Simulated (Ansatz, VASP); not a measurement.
# PtC in VASP and in Ansatz

The input INCAR:

```
SYSTEM = PtC
PREC = Accurate ; ENCUT = 600
EDIFF = 1E-6 ; ISMEAR = 0
SIGMA = 0.1 ; LREAL = .FALSE.
LASPH = .TRUE. ; NELM = 100
ALGO = Normal ; ISIF = 3
LWAVE = .FALSE. ; LCHARG = .FALSE.
GGA = PE ; IBRION = 2
NSW = 100 ; EDIFFG = -0.01
```

The input KPOINTS:

```
Automatic mesh
0
G
  20 20 20
  0 0 0
```

The input POSCAR:

```
PtC
1.0
    2.8068790796      0.0000000000      0.0000000000
    0.0000000000      2.8068790796      0.0000000000
    0.0000000000      0.0000000000      2.8109888098
Pt C
1 1
Direct
    0.5000000000      0.5000000000      0.5000000000
    0.0000000000      0.0000000000      0.0000000000
```

Input for Ansatz:

```yaml
crystal:
  lattice:
    - [2.8068790796, 0.0, 0.0]
    - [0.0, 2.8068790796, 0.0]
    - [0.0, 0.0, 2.8109888098]
  atoms:
    - { symbol: Pt, position: [0.5, 0.5, 0.5] }
    - { symbol: C, position: [0.0, 0.0, 0.0] }
basis:
  ecutwfc: 420
kpoints:
  mp_grid: { grid: [20, 20, 20] }
hamiltonian:
  xc: pbe
scf:
  occupations: { method: gaussian, width: 0.1 }
output:
  forces: true
  stress: true
  eigenvalues: true
  write_density: true
  write_potential: true
  elf: true
  volumetric_format: npy
relax:
  adjacent_minimum: "off"
  f_tol: 0.01
  max_steps: 80
  cell: { stress_tol: 0.05 }
```

Alike in both runs: task relaxation of cell and atoms; functional PBE; k mesh 20 × 20 × 20; occupations gaussian, width 0.1 eV; no spin polarisation.

|  | VASP | Ansatz |
| --- | --- | --- |
| version | VASP 6.6.1 | Ansatz 0.2.0 |
| potentials or method | VASP PAW PBE potentials, release 64 (Pt, C), cutoff 600 eV | scalar-relativistic, plane waves, PAW |
| valence electrons in the cell | 14 | 22 |

Ansatz gave:

| Item | Value |
| --- | --- |
| gap on the k mesh at the Fermi level, each at its own relaxed structure (eV) | none |
| relaxed volume (Å³/atom) | 11.07 |
| relaxed length of the cell vector where the two differ most in proportion (Å) | 2.807 |

Problem. Which values does VASP return?

Solution. gap on the k mesh at the Fermi level, each at its own relaxed structure (eV): none; relaxed volume (Å³/atom): 11.06; relaxed length of the cell vector where the two differ most in proportion (Å): 2.806.

A gap of «none» marks a metal or a gap that the smearing closes. VASP's potentials hold 14 valence electrons a cell and Ansatz's 22, so a difference there can come from the potentials and not from the codes.

Spin-orbit coupling is off throughout.
